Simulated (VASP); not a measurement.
NaH, 4 atoms in the cell. Symmetry: P6_3/mmc, No. 194, hexagonal system. The conventional cell has a = 3.953 Å, b = 3.953 Å, c = 4.901 Å, α = 90.00°, β = 90.00°, γ = 120.00°. Within 3.0 Å of Na (site symmetry -6m2) lie 5 H at 2.28 to 2.45 Å. Within 3.0 Å of H (site symmetry -6m2) lie 5 Na at 2.28 to 2.45 Å.  This cell differs from its parent crystal: uniaxial z strain +1.5%.

* Program: VASP 6.6.1
* Task: single point
* Functional: PBE
* Potentials or basis: VASP PAW PBE potentials, release 64 (Na_pv, H)
* Cutoff: 520 eV
* k mesh: 12 × 12 × 6
* Occupations: fermi-dirac, width 0.02 eV
* Spin: no spin polarisation
* Dipole correction: no
* Further INCAR settings: ALGO = Normal; EDIFF = 1e-07; NBANDS = 16

Potentials or basis: VASP PAW PBE potentials, release 64 (Na_pv, H).

Command:

```bash
$ cat potpaw_PBE.64/Na_pv/POTCAR potpaw_PBE.64/H/POTCAR > POTCAR
$ mpirun -np 1 vasp_std > vasp.out
```

Hardware: 1 thread of Intel Xeon 8259CL, on a shared host.

Q: Estimate the wall time of this run.

A: It took 86 s on 1 thread of Intel Xeon 8259CL, with other jobs on the host, peak memory 0.21 GiB. Counts: scf iterations 14, k points 76.
